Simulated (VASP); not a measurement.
# Lu (P6_3/mmc) in VASP: single point with PBEsol

Aim: the single point of Lu with PBEsol.

Everything below comes from runs of VASP 6.6.1. Logs are shortened: lines on timing, memory, paths and dates and some standing lists are left out, and cuts for length are marked.

**1. The cell of the first run**

The structure is hexagonal, space group P6_3/mmc (No. 194). The conventional cell has a = 3.531 Å, b = 3.531 Å, c = 11.330 Å, α = 90.00°, β = 90.00°, γ = 120.00°. Lu (site symmetry -3m) has 12 Lu at 3.49 to 3.53 Å within 4.6 Å. Within 4.6 Å of Lu (site symmetry -6m2) lie 12 Lu at 3.49 to 3.53 Å.

**2. Single point, PBEsol (30.59 Å³/atom)**

INCAR

```
SYSTEM = Lu
PREC = Accurate ; ENCUT = 520
EDIFF = 1E-6 ; ISMEAR = -1
SIGMA = 0.1 ; LREAL = .False.
LASPH = .True. ; NELM = 100
ALGO = Normal ; ISIF = 2
LWAVE = .False. ; LCHARG = .False.
GGA = PS ; NBANDS = 58
```

KPOINTS

```
regular mesh
0
Gamma
  12 12 4
  0 0 0
```

POSCAR

```
Lu
1.0
    3.5313749175      0.0000000000      0.0000000000
   -1.7656874587      3.0582603888      0.0000000000
    0.0000000000      0.0000000000     11.3304752499
Lu
4
Direct
    0.0000000000      0.0000000000      1.0000000000
    1.0000000000      1.0000000000      0.5000000000
    0.3333333333      0.6666666667      0.2500000000
    0.6666666667      0.3333333333      0.7500000000
```

Potentials or basis: VASP PAW PBE potentials, release 64 (Lu).

On the command line:

```
$ cat potpaw_PBE.64/Lu/POTCAR > POTCAR
$ mpirun -np 1 vasp_std > vasp.out
```

OUTCAR:

```text
SYSTEM = Lu
   PREC = Accurate
   ENCUT = 520
   EDIFF = 1E-6
   ISMEAR = -1
   LREAL = .False.
   LASPH = .True.
   NELM = 100
   ISIF = 2
   GGA = PS

 ion  position               nearest neighbor table
   1  0.000  0.000  0.000-   3 3.49   4 3.49   3 3.49   4 3.49   4 3.49   3 3.49
   2  0.000  0.000  0.500-   3 3.49   4 3.49   3 3.49   4 3.49   4 3.49   3 3.49
   3  0.333  0.667  0.250-   1 3.49   2 3.49   1 3.49   2 3.49   1 3.49   2 3.49
   4  0.667  0.333  0.750-   1 3.49   2 3.49   1 3.49   2 3.49   1 3.49   2 3.49

  LATTYP: Found a hexagonal cell.
 ALAT       =     3.5313749175
 C/A-ratio  =     3.2085166584

  Lattice vectors:

 A1 = (   3.5313749175,   0.0000000000,   0.0000000000)
 A2 = (  -1.7656874587,   3.0582603888,   0.0000000000)
 A3 = (   0.0000000000,   0.0000000000,  11.3304752499)

Analysis of symmetry for initial positions (statically):
=====================================================================
 Subroutine PRICEL returns:
 Original cell was already a primitive cell.

 Routine SETGRP: Setting up the symmetry group for a
 hexagonal supercell.

 Subroutine GETGRP returns: Found 24 space group operations
 (whereof 12 operations were pure point group operations)
 out of a pool of 24 trial point group operations.

The static configuration has the point symmetry D_3d.
 The point group associated with its full space group is D_6h.

Analysis of symmetry for dynamics (positions and initial velocities):
=====================================================================
 Subroutine PRICEL returns:
 Original cell was already a primitive cell.

 Routine SETGRP: Setting up the symmetry group for a
 hexagonal supercell.

 Subroutine GETGRP returns: Found 24 space group operations
 (whereof 12 operations were pure point group operations)
 out of a pool of 24 trial point group operations.

The dynamic configuration has the point symmetry D_3d.
 The point group associated with its full space group is D_6h.

 Subroutine INISYM returns: Found 24 space group operations
 (whereof 12 operations are pure point group operations),
 and found     1 'primitive' translations

----------------------------------------------------------------------------------------

                                     Primitive cell

  volume of cell :     122.3676

  direct lattice vectors                    reciprocal lattice vectors
     3.531374917  0.000000000  0.000000000     0.283175823  0.163491638  0.000000000
    -1.765687459  3.058260389  0.000000000     0.000000000  0.326983276  0.000000000
     0.000000000  0.000000000 11.330475250     0.000000000  0.000000000  0.088257551

  length of vectors
     3.531374917  3.531374917 11.330475250     0.326983276  0.326983276  0.088257551

  position of ions in fractional coordinates (direct lattice)
     0.000000000  0.000000000  0.000000000
     0.000000000  0.000000000  0.500000000
     0.333333333  0.666666667  0.250000000
     0.666666667  0.333333333  0.750000000

  ion indices of the primitive-cell ions
   primitive index   ion index
                 1           1
                 2           2
                 3           3
                 4           4

----------------------------------------------------------------------------------------

 KPOINTS: regular mesh

Automatic generation of k-mesh.
 Grid dimensions read from file:
 generate k-points for:   12   12    4

 Generating k-lattice:

  Cartesian coordinates                     Fractional coordinates (reciprocal lattice)
     0.023597985  0.013624303  0.000000000     0.083333333 -0.000000000  0.000000000
     0.000000000  0.027248606  0.000000000     0.000000000  0.083333333  0.000000000
     0.000000000  0.000000000  0.022064388     0.000000000  0.000000000  0.250000000

  Length of vectors
     0.027248606  0.027248606  0.022064388

  Shift w.r.t. Gamma in fractional coordinates (k-lattice)
     0.000000000  0.000000000  0.000000000

 Subroutine IBZKPT returns following result:
 ===========================================

 Found     57 irreducible k-points:

 Following reciprocal coordinates:
            Coordinates               Weight
  0.000000  0.000000  0.000000      1.000000
  0.083333  0.000000  0.000000      6.000000
  0.166667  0.000000  0.000000      6.000000
  0.250000  0.000000  0.000000      6.000000
  0.333333  0.000000  0.000000      6.000000
  0.416667 -0.000000  0.000000      6.000000
[... 16 lines left out ...]
  0.250000  0.000000  0.250000     12.000000
  0.333333  0.000000  0.250000     12.000000
 [... further k-points ...]
   k-points           NKPTS =     57   k-points in BZ     NKDIM =     57   number of bands    NBANDS=     58
   number of dos      NEDOS =    301   number of ions     NIONS =      4
   total plane-waves  NPLWV =  65856
   dimension x,y,z NGX =    28 NGY =   28 NGZ =   84
   dimension x,y,z NGXF=    56 NGYF=   56 NGZF=  168
   ions per type =               4
   NGX,Y,Z   is equivalent  to a cutoff of  13.18, 13.18, 12.32 a.u.
   NGXF,Y,Z  is equivalent  to a cutoff of  26.36, 26.36, 24.65 a.u.
 SYSTEM =  Lu
   PREC   = accura    normal or accurate (medium, high low for compatibility)
   ISTART =      0    job   : 0-new  1-cont  2-samecut
   ICHARG =      2    charge: 1-file 2-atom 10-const
   ISPIN  =      1    spin polarized calculation?
   LNONCOLLINEAR =      F non collinear calculations
   LSORBIT =      F    spin-orbit coupling
   LASPH  =      T    aspherical Exc in radial PAW
   ENCUT  =  520.0 eV  38.22 Ry    6.18 a.u.   6.57  6.57 21.07*2*pi/ulx,y,z
   NELM   =    100;   NELMIN=  2; NELMDL= -5     # of ELM steps
   EDIFF  = 0.1E-05   stopping-criterion for ELM
   LREAL  =      F    real-space projection
   EDIFFG = 0.1E-04   stopping-criterion for IOM
   NSW    =      0    number of steps for IOM
   IBRION =     -1    ionic relax: 0-MD 1-quasi-New 2-CG
   NFREE  =      0    steps in history (QN), initial steepest desc. (CG)
   ISIF   =      2    stress and relaxation
   ISYM   =      2    0-nonsym 1-usesym 2-fastsym
   POTIM  = 0.5000    time-step for ionic-motion
   TEBEG  =    0.0;   TEEND  =   0.0 temperature during run
   PSTRESS=    0.0 pullay stress
   NELECT =     100.0000    total number of electrons
   NUPDOWN=      -1.0000    fix difference up-down
   EMIN   =  10.00;   EMAX   =-10.00  energy-range for DOS
   EFERMI =   0.00;   METHOD = LEGACY
   ISMEAR =    -1;   SIGMA  =   0.10  broadening in eV -4-tet -1-fermi 0-gaus
   EFERMI_NEDOS =   21; number of points for ismear=-14 and -15
   IALGO  =     38    algorithm
   IMIX   =      4    mixing-type and parameters
     AMIX     =   0.40;   BMIX     =  1.00
     AMIX_MAG =   1.60;   BMIX_MAG =  1.00
  volume/ion in A,a.u.               =      30.59       206.44
  Fermi-wavevector in a.u.,A,eV,Ry     =   1.530568  2.892355 31.873540  2.342639
  Thomas-Fermi vector in A             =   2.638033
   LORBIT       =      0    0 simple, 1 ext, 2 COOP (PROOUT), +10 PAW based schemes
   GGA     = PS    functional components
   LHFCALC =     F    Hartree Fock is set to
   AEXX    =    0.0000 exact exchange contribution
   IVDW    =     0    specifies the selected vdW correction
   LEPSILON=     F    determine dielectric tensor
   LRPA    =     F    only Hartree local field effects (RPA)
 non-spin polarized calculation
  energy-cutoff  :      520.00
  volume of cell :      122.37
 maximum number of plane-waves:      3354
 NGX is ok and might be reduce to    28
   NGX = 13   NGY = 13   NGZ = 43

 number of electron     100.0000041 magnetization

 Free energy of the ion-electron system (eV)
  ---------------------------------------------------
  ext. energy  EPLUGINS =         0.00000000
  ---------------------------------------------------
  free energy    TOTEN  =       -19.65862141 eV

  energy without entropy =      -19.43708034  energy(sigma->0) =      -19.54785087

 E-fermi :   1.9201     XC(G=0): -10.5377

 val. band max:        1.9144653124   @ k =   0.1667   0.0000   0.0000
 cond. band min:       1.9294235915   @ k =   0.3333   0.0000   0.0000
 fundamental gap:      0.0149582791
 Fermi energy:         1.9200809999

 k-point     1 :       0.0000    0.0000    0.0000
  band No.  band energies     occupation
      1     -54.3975      2.00000
      2     -54.3891      2.00000
      3     -54.3787      2.00000
      4     -54.3702      2.00000
      5     -25.2683      2.00000
      6     -25.0666      2.00000
[... 50 lines left out ...]
     57       4.3718      0.00000
     58       4.4068      0.00000

 k-point     2 :       0.0833    0.0000    0.0000
  band No.  band energies     occupation
      1     -54.3962      2.00000
      2     -54.3881      2.00000
      3     -54.3777      2.00000
      4     -54.3696      2.00000
      5     -25.2590      2.00000
      6     -25.0697      2.00000
[... 50 lines left out ...]
     57       4.4311      0.00000
     58       4.5370      0.00000

 k-point     3 :       0.1667    0.0000    0.0000
  band No.  band energies     occupation
      1     -54.3926      2.00000
      2     -54.3855      2.00000
      3     -54.3751      2.00000
      4     -54.3680      2.00000
      5     -25.2328      2.00000
      6     -25.0840      2.00000
[... 1216 lines left out ...]
      3     -54.3704      2.00000
      4     -54.3666      2.00000
      5     -25.1902      2.00000
      6     -25.1481      2.00000
[... 50 lines left out ...]
     57       4.3927      0.00000
     58       4.7115      0.00000

 k-point    24 :       0.3333    0.0000    0.2500
  band No.  band energies     occupation
      1     -54.3817      2.00000
      2     -54.3791      2.00000
      3     -54.3673      2.00000
      4     -54.3647      2.00000
      5     -25.1927      2.00000
      6     -25.1622      2.00000
[... 50 lines left out ...]
     57       4.1662      0.00000
     58       4.7148      0.00000

 [... further k-points ...]

------------------------ aborting loop because EDIFF is reached ----------------------------------------

  FORCE on cell =-STRESS in cart. coord.  units (eV):
  Direction    XX          YY          ZZ          XY          YZ          ZX
  --------------------------------------------------------------------------------------
  -------------------------------------------------------------------------------------
  Total       -3.2675156     -3.2675156     -3.3540301     -0.0000000      0.0000000     -0.0000000
  in kB      -42.7820746    -42.7820746    -43.9148221     -0.0000000      0.0000000     -0.0000000
  external PRESSURE =     -43.1596571 kB  Pullay stress =       0.0000000 kB

 VOLUME and BASIS-vectors are now :
 -----------------------------------------------------------------------------
  energy-cutoff  :      520.00
  volume of cell :      122.37
      direct lattice vectors                 reciprocal lattice vectors
     3.531374917  0.000000000  0.000000000     0.283175823  0.163491638  0.000000000
    -1.765687459  3.058260389  0.000000000     0.000000000  0.326983276  0.000000000
     0.000000000  0.000000000 11.330475250     0.000000000  0.000000000  0.088257551

 POSITION                                       TOTAL-FORCE (eV/Angst)
 -----------------------------------------------------------------------------------
      0.00000      0.00000      0.00000         0.000000     -0.000000      0.000000
      0.00000      0.00000      5.66524         0.000000     -0.000000      0.000000
     -0.00000      2.03884      2.83262         0.000000     -0.000000      0.000000
      1.76569      1.01942      8.49786        -0.000000      0.000000     -0.000000
 -----------------------------------------------------------------------------------
    total drift:                                0.000000     -0.000000      0.000000

  FREE ENERGIE OF THE ION-ELECTRON SYSTEM (eV)
  ---------------------------------------------------
  free  energy   TOTEN  =       -19.6586214051 eV

  energy  without entropy=      -19.4370803404  energy(sigma->0) =      -19.54785087
```

Wall time 7.2 min (1 thread of Intel Xeon Platinum 8259CL at 2.50GHz (Skylake/Cascade Lake), shared host); peak memory 0.44 GiB.

What came out:

| Item | Value |
| --- | --- |
| Free energy | -19.6586 eV |
| Pressure | -4.3 GPa |
| Band gap on the k mesh | zero (bands 50 and 51 overlap by 1.46 eV) |

Stress tensor (GPa, compression positive):
```
-4.28  0.00  0.00
 0.00 -4.28  0.00
 0.00  0.00 -4.39
```

Levels at points of the mesh, in eV from the Fermi level:
| k point | band 47 | band 48 | band 49 | band 50 | band 51 | band 52 | band 53 | band 54 |
| --- | --- | --- | --- | --- | --- | --- | --- | --- |
| (0.00, 0.00, 0.00) | -4.39 | -2.44 | 0.35 | 0.99 | 1.04 | 1.97 | 1.97 | 2.04 |
| (0.50, 0.00, 0.00) | -1.67 | -1.54 | -0.55 | -0.40 | -0.35 | 0.23 | 1.00 | 1.21 |
| (0.00, 0.00, 0.50) | -3.06 | -3.06 | 0.44 | 0.44 | 1.87 | 1.87 | 2.10 | 2.10 |
| (0.50, 0.00, 0.50) | -1.70 | -1.70 | -0.51 | -0.51 | -0.02 | -0.02 | 1.28 | 1.28 |

Caveat: the cell stands under tension; the PAW data sets were made with another functional, which shifts forces and pressure a little; spin-orbit coupling is left out, which moves the levels of the heavy elements.
